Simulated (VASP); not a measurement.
# HfN (I-4m2) in VASP: further runs

HfN is run at these levels: PBE; tasks: single point.

All numbers are computed with VASP 6.6.1; they aren't measurements. Logs are shortened: lines on timing, memory, paths and dates and some standing lists are left out, and cuts for length are marked.

## 1. The cell of the first run

Symmetry: I-4m2, No. 119, tetragonal system. Conventional cell: a = 3.472 Å, b = 3.472 Å, c = 5.155 Å, α = 90.00°, β = 90.00°, γ = 90.00°. Hf (site symmetry -4m2) has 4 N at 2.16 Å within 2.9 Å. N (site symmetry -4m2) has 4 Hf at 2.16 Å within 2.9 Å.

## 2. Single point, PBE (strain +0.000 along x and y, +0.050 along z)

INCAR reads:

```
SYSTEM = HfN
  PREC = Accurate
  ENCUT = 520
  EDIFF = 1E-7
  ISMEAR = 0
  SIGMA = 0.15
  LREAL = .FALSE.
  LASPH = .TRUE.
  NELM = 100
  ALGO = Normal
  ISIF = 2
  LWAVE = .FALSE.
  LCHARG = .FALSE.
  GGA = PE
  NBANDS = 14
```

KPOINTS reads:

```
Automatic mesh
0
G
  16 16 16
  0 0 0
```

POSCAR reads:

```
HfN
1.0
    0.0000000000      2.4548220000      2.5775631000
    2.4548220000      0.0000000000      2.5775631000
    2.4548220000      2.4548220000      0.0000000000
Hf N
1 1
Direct
    0.0000000000      0.0000000000      0.0000000000
    0.7500000000      0.7500000000      0.7500000000
```

Potentials or basis: VASP PAW PBE potentials, release 64 (Hf_pv, N).

Started as:

```bash
cat potpaw_PBE.64/Hf_pv/POTCAR potpaw_PBE.64/N/POTCAR > POTCAR
mpirun -np 1 vasp_std > vasp.out
```

OUTCAR:

```text
SYSTEM = HfN
   PREC = Accurate
   ENCUT = 520
   EDIFF = 1E-7
   ISMEAR = 0
   LREAL = .FALSE.
   LASPH = .TRUE.
   NELM = 100
   ISIF = 2
   GGA = PE

 ion  position               nearest neighbor table
   1  0.000  0.000  0.000-   2 2.16   2 2.16   2 2.16   2 2.16
   2  0.750  0.750  0.750-   1 2.16   1 2.16   1 2.16   1 2.16

  LATTYP: Found a body centered tetragonal cell.
 ALAT       =     3.4716425656
 C/A-ratio  =     1.4849242405

  Lattice vectors:

 A1 = (  -2.4548220000,   0.0000000000,   2.5775631000)
 A2 = (   2.4548220000,   0.0000000000,   2.5775631000)
 A3 = (   0.0000000000,   2.4548220000,  -2.5775631000)

Analysis of symmetry for initial positions (statically):
=====================================================================
 Subroutine PRICEL returns:
 Original cell was already a primitive cell.

 Routine SETGRP: Setting up the symmetry group for a
 body centered tetragonal supercell.

 Subroutine GETGRP returns: Found  8 space group operations
 (whereof  8 operations were pure point group operations)
 out of a pool of 16 trial point group operations.

The static configuration has the point symmetry D_2d.

Analysis of symmetry for dynamics (positions and initial velocities):
=====================================================================
 Subroutine PRICEL returns:
 Original cell was already a primitive cell.

 Routine SETGRP: Setting up the symmetry group for a
 body centered tetragonal supercell.

 Subroutine GETGRP returns: Found  8 space group operations
 (whereof  8 operations were pure point group operations)
 out of a pool of 16 trial point group operations.

The dynamic configuration has the point symmetry D_2d.

 Subroutine INISYM returns: Found  8 space group operations
 (whereof  8 operations are pure point group operations),
 and found     1 'primitive' translations

----------------------------------------------------------------------------------------

                                     Primitive cell

  volume of cell :      31.0656

  direct lattice vectors                    reciprocal lattice vectors
     0.000000000  2.454822000  2.577563100    -0.203680756  0.203680756  0.193981672
     2.454822000  0.000000000  2.577563100     0.203680756 -0.203680756  0.193981672
     2.454822000  2.454822000  0.000000000     0.203680756  0.203680756 -0.193981672

  length of vectors
     3.559491900  3.559491900  3.471642566     0.347275956  0.347275956  0.347275956

  position of ions in fractional coordinates (direct lattice)
     0.000000000  0.000000000  0.000000000
     0.750000000  0.750000000  0.750000000

  ion indices of the primitive-cell ions
   primitive index   ion index
                 1           1
                 2           2

----------------------------------------------------------------------------------------

 KPOINTS: Automatic mesh

Automatic generation of k-mesh.
 Grid dimensions read from file:
 generate k-points for:   16   16   16

 Generating k-lattice:

  Cartesian coordinates                     Fractional coordinates (reciprocal lattice)
    -0.012730047  0.012730047  0.012123855     0.062500000  0.000000000  0.000000000
     0.012730047 -0.012730047  0.012123855     0.000000000  0.062500000  0.000000000
     0.012730047  0.012730047 -0.012123855     0.000000000  0.000000000  0.062500000

  Length of vectors
     0.021704747  0.021704747  0.021704747

  Shift w.r.t. Gamma in fractional coordinates (k-lattice)
     0.000000000  0.000000000  0.000000000

 Subroutine IBZKPT returns following result:
 ===========================================

 Found    349 irreducible k-points:

 Following reciprocal coordinates:
            Coordinates               Weight
  0.000000  0.000000  0.000000      1.000000
  0.062500  0.000000  0.000000      8.000000
  0.125000  0.000000  0.000000      8.000000
  0.187500  0.000000  0.000000      8.000000
  0.250000  0.000000  0.000000      8.000000
  0.312500  0.000000  0.000000      8.000000
[... 16 lines left out ...]
 -0.125000  0.062500  0.000000      8.000000
 -0.062500  0.062500  0.000000      4.000000
 [... further k-points ...]
   k-points           NKPTS =    349   k-points in BZ     NKDIM =    349   number of bands    NBANDS=     14
   number of dos      NEDOS =    301   number of ions     NIONS =      2
   total plane-waves  NPLWV =  21952
   dimension x,y,z NGX =    28 NGY =   28 NGZ =   28
   dimension x,y,z NGXF=    56 NGYF=   56 NGZF=   56
   ions per type =               1   1
   NGX,Y,Z   is equivalent  to a cutoff of  13.08, 13.08, 13.41 a.u.
   NGXF,Y,Z  is equivalent  to a cutoff of  26.15, 26.15, 26.82 a.u.
 SYSTEM =  HfN
   PREC   = accura    normal or accurate (medium, high low for compatibility)
   ISTART =      0    job   : 0-new  1-cont  2-samecut
   ICHARG =      2    charge: 1-file 2-atom 10-const
   ISPIN  =      1    spin polarized calculation?
   LNONCOLLINEAR =      F non collinear calculations
   LSORBIT =      F    spin-orbit coupling
   LASPH  =      T    aspherical Exc in radial PAW
   ENCUT  =  520.0 eV  38.22 Ry    6.18 a.u.   6.62  6.62  6.45*2*pi/ulx,y,z
   NELM   =    100;   NELMIN=  2; NELMDL= -5     # of ELM steps
   EDIFF  = 0.1E-06   stopping-criterion for ELM
   LREAL  =      F    real-space projection
   EDIFFG = 0.1E-05   stopping-criterion for IOM
   NSW    =      0    number of steps for IOM
   IBRION =     -1    ionic relax: 0-MD 1-quasi-New 2-CG
   NFREE  =      0    steps in history (QN), initial steepest desc. (CG)
   ISIF   =      2    stress and relaxation
   ISYM   =      2    0-nonsym 1-usesym 2-fastsym
   POTIM  = 0.5000    time-step for ionic-motion
   TEBEG  =    0.0;   TEEND  =   0.0 temperature during run
   PSTRESS=    0.0 pullay stress
   NELECT =      15.0000    total number of electrons
   NUPDOWN=      -1.0000    fix difference up-down
   EMIN   =  10.00;   EMAX   =-10.00  energy-range for DOS
   EFERMI =   0.00;   METHOD = LEGACY
   ISMEAR =     0;   SIGMA  =   0.15  broadening in eV -4-tet -1-fermi 0-gaus
   EFERMI_NEDOS =   21; number of points for ismear=-14 and -15
   IALGO  =     38    algorithm
   IMIX   =      4    mixing-type and parameters
     AMIX     =   0.40;   BMIX     =  1.00
     AMIX_MAG =   1.60;   BMIX_MAG =  1.00
  volume/ion in A,a.u.               =      15.53       104.82
  Fermi-wavevector in a.u.,A,eV,Ry     =   1.284336  2.427044 22.443084  1.649520
  Thomas-Fermi vector in A             =   2.416536
   LORBIT       =      0    0 simple, 1 ext, 2 COOP (PROOUT), +10 PAW based schemes
   GGA     = PE    functional components
   LHFCALC =     F    Hartree Fock is set to
   AEXX    =    0.0000 exact exchange contribution
   IVDW    =     0    specifies the selected vdW correction
   LEPSILON=     F    determine dielectric tensor
   LRPA    =     F    only Hartree local field effects (RPA)
 non-spin polarized calculation
 Gauss-broadening in eV      SIGMA  =   0.15
  energy-cutoff  :      520.00
  volume of cell :       31.07
 maximum number of plane-waves:       869
   NGX = 13   NGY = 13   NGZ = 13

 number of electron      14.9999997 magnetization

 Free energy of the ion-electron system (eV)
  ---------------------------------------------------
  ext. energy  EPLUGINS =         0.00000000
  ---------------------------------------------------
  free energy    TOTEN  =       -21.15610130 eV

  energy without entropy =      -21.14826606  energy(sigma->0) =      -21.15218368

 E-fermi :   5.4207     XC(G=0): -10.9921

 val. band max:        5.4189666614   @ k =  -0.2500   0.3125   0.1250
 cond. band min:       5.4249333158   @ k =  -0.2500   0.2500   0.1875
 fundamental gap:      0.0059666544
 Fermi energy:         5.4207389446

 k-point     1 :       0.0000    0.0000    0.0000
  band No.  band energies     occupation
      1     -25.9033      2.00000
      2     -25.9033      2.00000
      3     -25.8921      2.00000
      4     -10.5129      2.00000
      5       0.0929      2.00000
      6       0.2353      2.00000
      7       0.2353      2.00000
      8       4.5466      2.00000
      9       7.2502      0.00000
     10       7.8116      0.00000
     11      11.1511      0.00000
     12      11.8929      0.00000
     13      11.8929      0.00000
     14      17.4690      0.00000

 k-point     2 :       0.0625    0.0000    0.0000
  band No.  band energies     occupation
      1     -25.9167      2.00000
      2     -25.9048      2.00000
      3     -25.8963      2.00000
      4     -10.4714      2.00000
      5       0.0542      2.00000
      6       0.2018      2.00000
      7       0.2638      2.00000
      8       4.7623      2.00000
      9       7.2002      0.00000
     10       7.7370      0.00000
     11      11.1801      0.00000
     12      11.8486      0.00000
     13      11.9670      0.00000
     14      17.4705      0.00000

 k-point     3 :       0.1250    0.0000    0.0000
  band No.  band energies     occupation
      1     -25.9588      2.00000
      2     -25.9093      2.00000
      3     -25.9039      2.00000
      4     -10.3544      2.00000
      5      -0.1371      2.00000
      6       0.2424      2.00000
      7       0.3434      2.00000
      8       5.3182      1.66620
      9       7.0962      0.00000
     10       7.5635      0.00000
     11      11.1155      0.00000
     12      11.8438      0.00000
     13      12.1114      0.00000
     14      16.2807      0.00000
[... 324 lines left out ...]
 k-point    23 :      -0.1250    0.0625    0.0000
  band No.  band energies     occupation
      1     -25.9924      2.00000
      2     -25.9127      2.00000
      3     -25.9088      2.00000
      4     -10.2682      2.00000
      5      -0.2730      2.00000
      6       0.2993      2.00000
      7       0.3844      2.00000
      8       5.6982      0.00889
      9       7.2461      0.00000
     10       7.3265      0.00000
     11      11.1488      0.00000
     12      11.5943      0.00000
     13      12.3093      0.00000
     14      15.7131      0.00000

 k-point    24 :      -0.0625    0.0625    0.0000
  band No.  band energies     occupation
      1     -25.9435      2.00000
      2     -25.9053      2.00000
      3     -25.9013      2.00000
      4     -10.4038      2.00000
      5      -0.0421      2.00000
      6       0.1980      2.00000
      7       0.2991      2.00000
      8       5.1001      1.99750
      9       7.2952      0.00000
     10       7.5028      0.00000
     11      11.2171      0.00000
     12      11.6829      0.00000
     13      12.1469      0.00000
     14      16.8983      0.00000

 [... further k-points ...]
[... 5 lines left out ...]
  --------------------------------------------------------------------------------------
  -------------------------------------------------------------------------------------
  Total       -1.2407081     -1.2407081     -2.7461429      0.0000000      0.0000000      0.0000000
  in kB      -63.9883466    -63.9883466   -141.6297192      0.0000000      0.0000000      0.0000000
  external PRESSURE =     -89.8688041 kB  Pullay stress =       0.0000000 kB

 VOLUME and BASIS-vectors are now :
 -----------------------------------------------------------------------------
  energy-cutoff  :      520.00
  volume of cell :       31.07
      direct lattice vectors                 reciprocal lattice vectors
     0.000000000  2.454822000  2.577563100    -0.203680756  0.203680756  0.193981672
     2.454822000  0.000000000  2.577563100     0.203680756 -0.203680756  0.193981672
     2.454822000  2.454822000  0.000000000     0.203680756  0.203680756 -0.193981672

 POSITION                                       TOTAL-FORCE (eV/Angst)
 -----------------------------------------------------------------------------------
      0.00000      0.00000      0.00000        -0.000000     -0.000000      0.000000
      3.68223      3.68223      3.86634         0.000000      0.000000     -0.000000
 -----------------------------------------------------------------------------------
    total drift:                                0.000000      0.000000      0.000000

  FREE ENERGIE OF THE ION-ELECTRON SYSTEM (eV)
  ---------------------------------------------------
  free  energy   TOTEN  =       -21.1561012973 eV

  energy  without entropy=      -21.1482660593  energy(sigma->0) =      -21.15218368
```

Wall time 85 s (1 thread of AMD EPYC 9R45 (Zen 5), shared host); peak memory 0.26 GiB.

Results:

```
Free energy : -21.1561 eV
Pressure    : -9.0 GPa
```

Stress tensor (GPa, compression positive):
```
 -6.40   0.00   0.00
  0.00  -6.40   0.00
  0.00   0.00 -14.16
```

Caveat: the cell differs from its parent crystal (strain +0.000 along x and y, +0.050 along z); spin-orbit coupling is left out, which moves the levels of the heavy elements.

## 3. Single point, PBE (strain +0.025 along x and y, +0.000 along z)

Changes to INCAR since step 2:

```diff
@@ -3,3 +3,3 @@
   ENCUT = 520
-  EDIFF = 1E-7
+  EDIFF = 1E-6
   ISMEAR = 0
@@ -8,3 +8,3 @@
   LASPH = .TRUE.
-  NELM = 100
+  NELM = 80
   ALGO = Normal
```

KPOINTS reads:

```
regular mesh
0
G
  16 16 16
  0 0 0
```

POSCAR reads:

```
HfN
1.0
    0.0000000000      2.5161925500      2.4548220000
    2.5161925500      0.0000000000      2.4548220000
    2.5161925500      2.5161925500      0.0000000000
Hf N
1 1
Direct
    0.0000000000      0.0000000000      0.0000000000
    0.7500000000      0.7500000000      0.7500000000
```

Potentials or basis: VASP PAW PBE potentials, release 64 (Hf_pv, N).

Started as:

```bash
cat potpaw_PBE.64/Hf_pv/POTCAR potpaw_PBE.64/N/POTCAR > POTCAR
mpirun -np 1 vasp_std > vasp.out
```

OUTCAR:

```text
SYSTEM = HfN
   PREC = Accurate
   ENCUT = 520
   EDIFF = 1E-6
   ISMEAR = 0
   LREAL = .FALSE.
   LASPH = .TRUE.
   NELM = 80
   ISIF = 2
   GGA = PE

 ion  position               nearest neighbor table
   1  0.000  0.000  0.000-   2 2.16   2 2.16   2 2.16   2 2.16
   2  0.750  0.750  0.750-   1 2.16   1 2.16   1 2.16   1 2.16

  LATTYP: Found a body centered tetragonal cell.
 ALAT       =     3.5584336298
 C/A-ratio  =     1.3797205487

  Lattice vectors:

 A1 = (   0.0000000000,  -2.5161925500,  -2.4548220000)
 A2 = (   0.0000000000,   2.5161925500,  -2.4548220000)
 A3 = (   2.5161925500,   0.0000000000,   2.4548220000)

Analysis of symmetry for initial positions (statically):
=====================================================================
 Subroutine PRICEL returns:
 Original cell was already a primitive cell.

 Routine SETGRP: Setting up the symmetry group for a
 body centered tetragonal supercell.

 Subroutine GETGRP returns: Found  8 space group operations
 (whereof  8 operations were pure point group operations)
 out of a pool of 16 trial point group operations.

The static configuration has the point symmetry D_2d.

Analysis of symmetry for dynamics (positions and initial velocities):
=====================================================================
 Subroutine PRICEL returns:
 Original cell was already a primitive cell.

 Routine SETGRP: Setting up the symmetry group for a
 body centered tetragonal supercell.

 Subroutine GETGRP returns: Found  8 space group operations
 (whereof  8 operations were pure point group operations)
 out of a pool of 16 trial point group operations.

The dynamic configuration has the point symmetry D_2d.

 Subroutine INISYM returns: Found  8 space group operations
 (whereof  8 operations are pure point group operations),
 and found     1 'primitive' translations

----------------------------------------------------------------------------------------

                                     Primitive cell

  volume of cell :      31.0841

[... 113 lines left out ...]
   GGA     = PE    functional components
   LHFCALC =     F    Hartree Fock is set to
   AEXX    =    0.0000 exact exchange contribution
   IVDW    =     0    specifies the selected vdW correction
   LEPSILON=     F    determine dielectric tensor
   LRPA    =     F    only Hartree local field effects (RPA)
 non-spin polarized calculation
 Gauss-broadening in eV      SIGMA  =   0.15
  energy-cutoff  :      520.00
  volume of cell :       31.08
 maximum number of plane-waves:       869
 NGX is ok and might be reduce to    28
   NGX = 13   NGY = 13   NGZ = 13

 number of electron      14.9999997 magnetization

 Free energy of the ion-electron system (eV)
  ---------------------------------------------------
  ext. energy  EPLUGINS =         0.00000000
  ---------------------------------------------------
  free energy    TOTEN  =       -21.17336981 eV

  energy without entropy =      -21.16574457  energy(sigma->0) =      -21.16955719

 E-fermi :   5.4088     XC(G=0): -10.9884

 val. band max:        5.3982933318   @ k =   0.3750   0.2500   0.0625
 cond. band min:       5.4197714172   @ k =   0.4375   0.2500   0.0625
 fundamental gap:      0.0214780854
 Fermi energy:         5.4088486341

 k-point     1 :       0.0000    0.0000    0.0000
  band No.  band energies     occupation
      1     -25.9097      2.00000
      2     -25.9024      2.00000
      3     -25.9024      2.00000
      4     -10.5193      2.00000
      5       0.1496      2.00000
      6       0.1496      2.00000
      7       0.2156      2.00000
      8       4.5521      2.00000
      9       7.3800      0.00000
     10       7.6662      0.00000
     11      11.5280      0.00000
     12      11.5280      0.00000
     13      11.8921      0.00000
     14      17.4738      0.00000
[... 377 lines left out ...]
      1     -25.9377      2.00000
      2     -25.9201      2.00000
      3     -25.9059      2.00000
      4     -10.4117      2.00000
      5      -0.0753      2.00000
      6       0.2069      2.00000
      7       0.3032      2.00000
      8       5.0906      1.99731
      9       7.1211      0.00000
     10       7.5962      0.00000
     11      11.3563      0.00000
     12      11.8115      0.00000
     13      11.9152      0.00000
     14      16.9505      0.00000

 [... further k-points ...]
[... 5 lines left out ...]
  --------------------------------------------------------------------------------------
  -------------------------------------------------------------------------------------
  Total       -1.9773839     -1.9773839     -1.2880146      0.0000000     -0.0000000     -0.0000000
  in kB     -101.9210368   -101.9210368    -66.3886180      0.0000000     -0.0000000     -0.0000000
  external PRESSURE =     -90.0768972 kB  Pullay stress =       0.0000000 kB

 VOLUME and BASIS-vectors are now :
 -----------------------------------------------------------------------------
  energy-cutoff  :      520.00
  volume of cell :       31.08
      direct lattice vectors                 reciprocal lattice vectors
     0.000000000  2.516192550  2.454822000    -0.198712932  0.198712932  0.203680756
     2.516192550  0.000000000  2.454822000     0.198712932 -0.198712932  0.203680756
     2.516192550  2.516192550  0.000000000     0.198712932  0.198712932 -0.203680756

 POSITION                                       TOTAL-FORCE (eV/Angst)
 -----------------------------------------------------------------------------------
      0.00000      0.00000      0.00000        -0.000000     -0.000000     -0.000000
      3.77429      3.77429      3.68223         0.000000      0.000000      0.000000
 -----------------------------------------------------------------------------------
    total drift:                                0.000000      0.000000      0.000000

  FREE ENERGIE OF THE ION-ELECTRON SYSTEM (eV)
  ---------------------------------------------------
  free  energy   TOTEN  =       -21.1733698072 eV

  energy  without entropy=      -21.1657445692  energy(sigma->0) =      -21.16955719
```

stdout:

```text
POSCAR found type information on POSCAR HfN
 POSCAR found :  2 types and       2 ions
 scaLAPACK will be used
 LDA part: xc-table for (Slater+PW92), standard interpolation
 POSCAR, INCAR and KPOINTS ok, starting setup
 FFT: planning ... GRIDC
 FFT: planning ... GRID_SOFT
 FFT: planning ... GRID
 WAVECAR not read
 entering main loop
```

Wall time 86 s (1 thread of AMD EPYC 9R45 (Zen 5), shared host); peak memory 0.26 GiB.

What came out:

```
Free energy : -21.1734 eV
Pressure    : -9.0 GPa
```

Levels at points of the mesh, in eV from the Fermi level:
```csv
k point,band 6,band 7,band 8,band 9,band 10,band 11
"(0.00, 0.00, 0.00)",-5.26,-5.19,-0.86,1.97,2.26,6.12
"(0.50, 0.00, 0.00)",-4.75,-4.63,1.42,2.56,2.59,4.03
"(0.50, 0.50, 0.00)",-3.61,-3.61,-1.02,2.07,3.77,4.37
"(0.50, 0.00, 0.50)",-3.58,-3.50,-1.17,2.00,3.80,4.35
```

Caveat: the cell differs from its parent crystal (strain +0.025 along x and y, +0.000 along z); spin-orbit coupling is left out, which moves the levels of the heavy elements.

[end of part 1 of 2]
